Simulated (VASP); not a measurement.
Runs of VASP 6.6.1 on NaCl. The structure is that of space group Fm-3m (No. 225), or close to it. The cells are those of the table. 

```csv
task,level,potentials or basis,cell,cutoff (eV),gap on the mesh (eV),pressure (GPa),relaxed volume (Å³/atom)
single point,r2SCAN,"VASP PAW PBE potentials, release 64 (Na_pv, Cl)","a = 3.965 Å, angles 60.0°, 2 atoms",520,5.99,-0.2,-
single point,LDA,"VASP PAW LDA potentials, release 64 (Na_pv, Cl)","a = 3.864 Å, angles 60.0°, 2 atoms",520,5.08,0.0,-
relaxation of cell and atoms,LDA,"VASP PAW LDA potentials, release 64 (Na_pv, Cl)","relaxed from a = 3.974 Å, angles 60.0°, 2 atoms",600,5.08,0.0,20.41
relaxation of cell and atoms,PBEsol,"VASP PAW PBE potentials, release 64 (Na_pv, Cl)","relaxed from a = 3.974 Å, angles 60.0°, 2 atoms",600,(c),0.0,22.04
relaxation of cell and atoms,r2SCAN,"VASP PAW PBE potentials, release 64 (Na_pv, Cl)","relaxed from a = 3.974 Å, angles 60.0°, 2 atoms",600,6.03,0.0,(a)
single point,PBEsol,"VASP PAW PBE potentials, release 64 (Na_pv, Cl)","a = 3.961 Å, angles 60.0°, 2 atoms",520,(b),0.0,-
```

Alike in all rows: no spin polarisation; k mesh 6 × 6 × 6; smearing gaussian 0.01 eV.

Task: Estimate the missing entries.

Result: (a) 21.85; (b) 5.01; (c) 5.00.

Caveats: the PAW data sets were made with another functional, which shifts forces and pressure a little (some runs).

